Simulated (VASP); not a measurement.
# Ge in VASP: notebook, part 2 of 2

VASP 6.6.1. The steps go on from the part before.

## Step 4: Single point, B3LYP

This run uses another cell than the first one, of 20.72 Å³/atom, 1.166 times its volume.

Contents of POSCAR:

```
Ge
1.0
    1.4616411982     -2.5322183466      0.0000000000
    1.4616411982      2.5322183466      0.0000000000
    0.0000000000      0.0000000000      2.7993479621
Ge
1
Direct
    0.5000000000      0.5000000000      0.0000000000
```

Contents of INCAR.step1:

```
  PREC = Accurate
  ENCUT = 520
  EDIFF = 1E-5
  ISMEAR = -1
  SIGMA = 0.05
  LREAL = False
  LASPH = True
  NELM = 100
  ALGO = Normal
  ISIF = 2
  LWAVE = True
  LCHARG = False
  NBANDS = 13
  GGA = PE
```

Contents of INCAR.step2:

```
  PREC = Accurate
  ENCUT = 520
  EDIFF = 1E-7
  ISMEAR = -1
  SIGMA = 0.05
  LREAL = False
  LASPH = True
  NELM = 100
  ALGO = Normal
  ISIF = 2
  LWAVE = False
  LCHARG = False
  GGA = B3
  LHFCALC = True
  AEXX = 0.2
  AGGAX = 0.72
  AGGAC = 0.81
  ALDAC = 0.19
  PRECFOCK = Normal
  NBANDS = 13
  ISTART = 1
```

Contents of KPOINTS:

```
Automatic mesh
0
Gamma
  6 6 5
```

Potentials or basis: VASP PAW PBE potentials, release 64 (Ge_d).

Run with:

```
$ cat potpaw_PBE.64/Ge_d/POTCAR > POTCAR
$ cp INCAR.step1 INCAR
$ mpirun -np 1 vasp_std > vasp.out
$ cp INCAR.step2 INCAR
$ mpirun -np 1 vasp_std > vasp.out
```

OUTCAR:

```text
PREC = Accurate
   ENCUT = 520
   EDIFF = 1E-7
   ISMEAR = -1
   LREAL = False
   LASPH = True
   NELM = 100
   ISIF = 2
   GGA = B3
   LHFCALC = True
   AEXX = 0.2
   PRECFOCK = Normal
   ISTART = 1

 ion  position               nearest neighbor table
   1  0.500  0.500  0.000-

  LATTYP: Found a base centered orthorhombic cell.
 ALAT       =     2.9232823964
 B/A-ratio  =     1.7324486678
 C/A-ratio  =     0.9576043579

  Lattice vectors:

 A1 = (   1.4616411982,  -2.5322183466,   0.0000000000)
 A2 = (   1.4616411982,   2.5322183466,   0.0000000000)
 A3 = (   0.0000000000,   0.0000000000,   2.7993479621)

Analysis of symmetry for initial positions (statically):
=====================================================================
 Subroutine PRICEL returns:
 Original cell was already a primitive cell.

 Routine SETGRP: Setting up the symmetry group for a
 base centered orthorhombic supercell.

 Subroutine GETGRP returns: Found  8 space group operations
 (whereof  8 operations were pure point group operations)
 out of a pool of  8 trial point group operations.

The static configuration has the point symmetry D_2h.

Analysis of symmetry for dynamics (positions and initial velocities):
=====================================================================
 Subroutine PRICEL returns:
 Original cell was already a primitive cell.

 Routine SETGRP: Setting up the symmetry group for a
 base centered orthorhombic supercell.

 Subroutine GETGRP returns: Found  8 space group operations
 (whereof  8 operations were pure point group operations)
 out of a pool of  8 trial point group operations.

The dynamic configuration has the point symmetry D_2h.

 Subroutine INISYM returns: Found  8 space group operations
 (whereof  8 operations are pure point group operations),
 and found     1 'primitive' translations

----------------------------------------------------------------------------------------

                                     Primitive cell

  volume of cell :      20.7219

  direct lattice vectors                    reciprocal lattice vectors
     1.461641198 -2.532218347  0.000000000     0.342081217 -0.197455326  0.000000000
     1.461641198  2.532218347  0.000000000     0.342081217  0.197455326  0.000000000
     0.000000000  0.000000000  2.799347962     0.000000000  0.000000000  0.357226045

  length of vectors
     2.923786030  2.923786030  2.799347962     0.394978689  0.394978689  0.357226045

  position of ions in fractional coordinates (direct lattice)
     0.500000000  0.500000000  0.000000000

  ion indices of the primitive-cell ions
   primitive index   ion index
                 1           1

----------------------------------------------------------------------------------------

 KPOINTS: Automatic mesh

Automatic generation of k-mesh.
 Grid dimensions read from file:
 generate k-points for:    6    6    5

 Generating k-lattice:

  Cartesian coordinates                     Fractional coordinates (reciprocal lattice)
     0.057013536 -0.032909221  0.000000000     0.166666667  0.000000000  0.000000000
     0.057013536  0.032909221  0.000000000     0.000000000  0.166666667  0.000000000
     0.000000000  0.000000000  0.071445209     0.000000000  0.000000000  0.200000000

  Length of vectors
[... 38 lines left out ...]
   number of dos      NEDOS =    301   number of ions     NIONS =      1
   total plane-waves  NPLWV =  13824
   dimension x,y,z NGX =    24 NGY =   24 NGZ =   24
   dimension x,y,z NGXF=    48 NGYF=   48 NGZF=   48
   ions per type =               1
   NGX,Y,Z   is equivalent  to a cutoff of  13.65, 13.65, 14.25 a.u.
   NGXF,Y,Z  is equivalent  to a cutoff of  27.29, 27.29, 28.51 a.u.
 SYSTEM =  unknown system
   PREC   = accura    normal or accurate (medium, high low for compatibility)
   ISTART =      1    job   : 0-new  1-cont  2-samecut
   ICHARG =      0    charge: 1-file 2-atom 10-const
   ISPIN  =      1    spin polarized calculation?
   LNONCOLLINEAR =      F non collinear calculations
   LSORBIT =      F    spin-orbit coupling
   LASPH  =      T    aspherical Exc in radial PAW
   ENCUT  =  520.0 eV  38.22 Ry    6.18 a.u.   5.44  5.44  5.20*2*pi/ulx,y,z
   NELM   =    100;   NELMIN=  2; NELMDL=  0     # of ELM steps
   EDIFF  = 0.1E-06   stopping-criterion for ELM
   LREAL  =      F    real-space projection
   EDIFFG = 0.1E-05   stopping-criterion for IOM
   NSW    =      0    number of steps for IOM
   IBRION =     -1    ionic relax: 0-MD 1-quasi-New 2-CG
   NFREE  =      0    steps in history (QN), initial steepest desc. (CG)
   ISIF   =      2    stress and relaxation
   ISYM   =      3    0-nonsym 1-usesym 2-fastsym
   POTIM  = 0.5000    time-step for ionic-motion
   TEBEG  =    0.0;   TEEND  =   0.0 temperature during run
   PSTRESS=    0.0 pullay stress
   NELECT =      14.0000    total number of electrons
   NUPDOWN=      -1.0000    fix difference up-down
   EMIN   =  10.00;   EMAX   =-10.00  energy-range for DOS
   EFERMI =   0.00;   METHOD = LEGACY
   ISMEAR =    -1;   SIGMA  =   0.05  broadening in eV -4-tet -1-fermi 0-gaus
   EFERMI_NEDOS =   21; number of points for ismear=-14 and -15
   IALGO  =     38    algorithm
   IMIX   =      1    mixing-type and parameters
     AMIX     =   0.40;   BMIX     =  1.00
     AMIX_MAG =   1.60;   BMIX_MAG =  1.00
  volume/ion in A,a.u.               =      20.72       139.84
  Fermi-wavevector in a.u.,A,eV,Ry     =   1.436508  2.714606 28.076355  2.063554
  Thomas-Fermi vector in A             =   2.555688
   LORBIT       =      0    0 simple, 1 ext, 2 COOP (PROOUT), +10 PAW based schemes
   GGA     = B3    functional components
   LHFCALC =     T    Hartree Fock is set to
   PRECFOCK=normal    Normal, Fast or Accurate (Low or Medium for compatibility)
   ENCUT4O =  -1.0   cutoff for four orbital integrals eV
   NKREDX  =     1    reduce k-point grid by
   NKREDY  =     1    reduce k-point grid by
   NKREDZ  =     1    reduce k-point grid by
   AEXX    =    0.2000 exact exchange contribution
   HFSCREEN=    0.0000 screening length (either q_TF or 0.3 A-1)
   HFSCREENC=   0.0000 screening length for correlation (either q_TF or 0.3 A-1)
   ENCUTFOCK=  -1.0 apply spherical cutoff to Coloumb kernel
   IVDW    =     0    specifies the selected vdW correction
   LEPSILON=     F    determine dielectric tensor
   LRPA    =     F    only Hartree local field effects (RPA)
 non-spin polarized calculation
  energy-cutoff  :      520.00
  volume of cell :       20.72
 maximum number of plane-waves:       575
 NGX is ok and might be reduce to    24
  NGX = 18; NGY = 18; NGZ = 16

 number of electron      13.9999994 magnetization

 Free energy of the ion-electron system (eV)
  ---------------------------------------------------
  ext. energy  EPLUGINS =         0.00000000
  ---------------------------------------------------
  free energy    TOTEN  =        -4.50676347 eV

  energy without entropy =       -4.50438321  energy(sigma->0) =       -4.50557334

 E-fermi :   5.3190     XC(G=0):  -8.5521

 val. band max:        5.1606633321   @ k =   0.5000   0.1667   0.4000
 cond. band min:       6.4617065107   @ k =   0.3333   0.3333   0.4000
 fundamental gap:      1.3010431785
 Fermi energy:         5.3190316351

 k-point     1 :       0.0000    0.0000    0.0000
  band No.  band energies     occupation
      1     -21.8818      2.00000
      2     -21.8434      2.00000
      3     -21.8432      2.00000
      4     -21.7093      2.00000
      5     -21.7092      2.00000
      6      -8.1675      2.00000
      7      12.4392      0.00000
      8      14.6708      0.00000
      9      14.6749      0.00000
     10      16.3942      0.00000
     11      20.9221      0.00000
     12      20.9287      0.00000
     13      21.1625      0.00000
[... 354 lines left out ...]
  band No.  band energies     occupation
      1     -21.8494      2.00000
      2     -21.7736      2.00000
      3     -21.7702      2.00000
      4     -21.7463      2.00000
      5     -21.7440      2.00000
      6      -2.8602      2.00000
      7       2.5513      2.00000
      8       7.6940      0.00000
      9      10.9722      0.00000
     10      17.1411      0.00000
     11      20.2228      0.00000
     12      21.8270      0.00000
     13      27.4611      0.00000

 [... further k-points ...]
[... 5 lines left out ...]
  --------------------------------------------------------------------------------------
  -------------------------------------------------------------------------------------
  Total       -0.0118755     -0.0147716     -0.0021240      0.0000000      0.0000000      0.0000000
  in kB       -0.9181907     -1.1421147     -0.1642271      0.0000000      0.0000000      0.0000000
  external PRESSURE =      -0.7415108 kB  Pullay stress =       0.0000000 kB

 VOLUME and BASIS-vectors are now :
 -----------------------------------------------------------------------------
  energy-cutoff  :      520.00
  volume of cell :       20.72
      direct lattice vectors                 reciprocal lattice vectors
     1.461641198 -2.532218347  0.000000000     0.342081217 -0.197455326  0.000000000
     1.461641198  2.532218347  0.000000000     0.342081217  0.197455326  0.000000000
     0.000000000  0.000000000  2.799347962     0.000000000  0.000000000  0.357226045

 POSITION                                       TOTAL-FORCE (eV/Angst)
 -----------------------------------------------------------------------------------
      1.46164      0.00000      0.00000         0.000000      0.000000      0.000000
 -----------------------------------------------------------------------------------
    total drift:                                0.000000      0.000000     -0.000000

  FREE ENERGIE OF THE ION-ELECTRON SYSTEM (eV)
  ---------------------------------------------------
  free  energy   TOTEN  =        -4.5067634660 eV

  energy  without entropy=       -4.5043832090  energy(sigma->0) =       -4.50557334
```

Wall time 15 min (1 thread of Oxide Virtual Turin-like, shared host); peak memory 0.12 GiB.

Results:

```yaml
Free_energy: -4.5068 eV
Pressure: -0.1 GPa
Band_gap_on_the_k_mesh: zero (band 7 reaches 12.44 eV, above the bottom of band 8 at 2.40 eV)
```

Stress tensor (GPa, compression positive):
```
-0.09  0.00  0.00
 0.00 -0.11  0.00
 0.00  0.00 -0.02
```

Levels at points of the mesh, in eV from the Fermi level:
```tsv
k point	band 3	band 4	band 5	band 6	band 7	band 8	band 9	band 10	band 11	band 12
(0.00, 0.00, 0.00)	-27.16	-27.03	-27.03	-13.49	7.12	9.35	9.36	11.08	15.60	15.61
(0.50, 0.00, 0.00)	-27.07	-27.06	-27.04	-8.49	-5.27	5.36	9.64	10.71	16.93	17.29
(0.50, 0.50, 0.00)	-27.07	-27.06	-27.04	-8.49	-5.27	5.36	9.64	10.70	16.93	17.29
```

Caveat: the k points lie up to 0.45 Å⁻¹ apart; the PAW data sets were made with another functional, which shifts forces and pressure a little.

## Step 5: Summary

```csv
level,cell,k mesh,grid for exact exchange (PRECFOCK),gap on the mesh (eV),pressure (GPa)
PBEsol+D3(BJ),"a = 2.802, b = 2.802, c = 2.639 Å, angles 90.0, 90.0, 120.9°, 1 atom",11 × 11 × 10,-,none,-0.5
PBEsol+D4,"a = 2.810, b = 2.810, c = 2.648 Å, angles 90.0, 90.0, 120.9°, 1 atom",11 × 11 × 10,-,none,-0.1
B3LYP,"a = 2.924, b = 2.924, c = 2.799 Å, angles 90.0, 90.0, 120.0°, 1 atom",6 × 6 × 5,Normal,none,-0.1
```

Alike in all rows: task single point; potentials or basis VASP PAW PBE potentials, release 64 (Ge_d); no spin polarisation; cutoff (eV) 520; smearing fermi-dirac 0.05 eV.

Caveats: some runs use coarse meshes; the PAW data sets were made with another functional, which shifts forces and pressure a little; pairwise dispersion overbinds metals, which lowers pressure and volume (some runs); three body term missing (some runs).

Total energies depend on the potentials used, so only differences within one code and one set of settings carry meaning.
